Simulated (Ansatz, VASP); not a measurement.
## MnSb: VASP beside Ansatz

Contents of INCAR:

```
  PREC = Accurate
  ENCUT = 520
  EDIFF = 1E-6
  ISMEAR = -1
  SIGMA = 0.05
  LREAL = F
  LASPH = T
  NELM = 150
  ALGO = Normal
  ISIF = 2
  LWAVE = F
  LCHARG = F
  MAGMOM = 0 0 0 0 0 0 2.309 2.309 2.309 2.309 2.309 2.309
  LORBIT = 11
  LSORBIT = T
  GGA_COMPAT = F
  LORBMOM = T
  LMAXMIX = 4
  GGA = PS
  NBANDS = 50
```

File KPOINTS:

```
regular mesh
0
Gamma
  5 5 4
```

The input POSCAR:

```
MnSb
1.0
    4.1500000000      0.0000000000      0.0000000000
   -2.0750000000      3.5940054257      0.0000000000
    0.0000000000      0.0000000000      5.7800000000
Sb Mn
2 2
Direct
    0.6666666667      0.3333333333      0.7500000000
    0.3333333333      0.6666666667      0.2500000000
    0.0000000000      0.0000000000      0.5000000000
    0.0000000000      0.0000000000      0.0000000000
```

The input input.yaml:

```yaml
crystal:
  lattice:
    - [4.15, 0.0, 0.0]
    - [-2.075, 3.5940054257, 0.0]
    - [0.0, 0.0, 5.78]
  atoms:
    - { symbol: Sb, position: [0.6666666667, 0.3333333333, 0.75] }
    - { symbol: Sb, position: [0.3333333333, 0.6666666667, 0.25] }
    - { symbol: Mn, position: [0.0, 0.0, 0.5], spin: 3.999, spin_axis: [2.309, 2.309, 2.309] }
    - { symbol: Mn, position: [0.0, 0.0, 0.0], spin: 3.999, spin_axis: [2.309, 2.309, 2.309] }
hamiltonian:
  xc: pbesol
  pseudopotentials: { kind: paw_fr }
magnetization:
  noncollinear: true
  spin_orbit: true
kpoints:
  mp_grid: { grid: [5, 5, 4] }
  band_path:
    path:
      - [[0.0, 0.0, 0.0], [0.5, 0.0, 0.0], [0.3333333333, 0.3333333333, 0.0], [0.0, 0.0, 0.0], [0.0, 0.0, 0.5], [0.5, 0.0, 0.5], [0.3333333333, 0.3333333333, 0.5], [0.0, 0.0, 0.5]]
      - [[0.5, 0.0, 0.5], [0.5, 0.0, 0.0]]
      - [[0.3333333333, 0.3333333333, 0.0], [0.3333333333, 0.3333333333, 0.5]]
    npoints: 14
scf:
  occupations: { method: fermi_dirac, width: 0.05 }
  n_extra_bands: 10
output:
  forces: true
  stress: true
  eigenvalues: true
  fatbands: true
  write_density: true
  write_potential: true
  elf: true
  volumetric_format: npy
```

Alike in both runs: functional PBEsol; k mesh 5 × 5 × 4; occupations fermi-dirac, width 0.05 eV; non-collinear spin, spin-orbit coupling.

|  | VASP | Ansatz |
| --- | --- | --- |
| version | VASP 6.6.1 | Ansatz 0.2.0 |
| potentials or method | VASP PAW PBE potentials, release 64 (Sb, Mn_pv) | Ansatz PAW |
| plane-wave cutoff (eV) | 520 | 420 |
| valence electrons in the cell | 36 | 60 |
| task | single point | band structure |

Ansatz gave:

```
pressure (GPa)                                                : -7.1
traceless stress, the component that is largest in VASP (GPa) : -0.90
net moment per atom (μB)                                      : 1.67
```

Task: What did VASP give for the same quantities?

Result: Pressure (GPa): -7.0; traceless stress, the component that is largest in VASP (GPa): -0.91; net moment per atom (μB): 1.67.

VASP's potentials were made for PBE, not for PBEsol. VASP's potentials hold 36 valence electrons a cell and Ansatz's 60, so a difference there can come from the potentials and not from the codes.
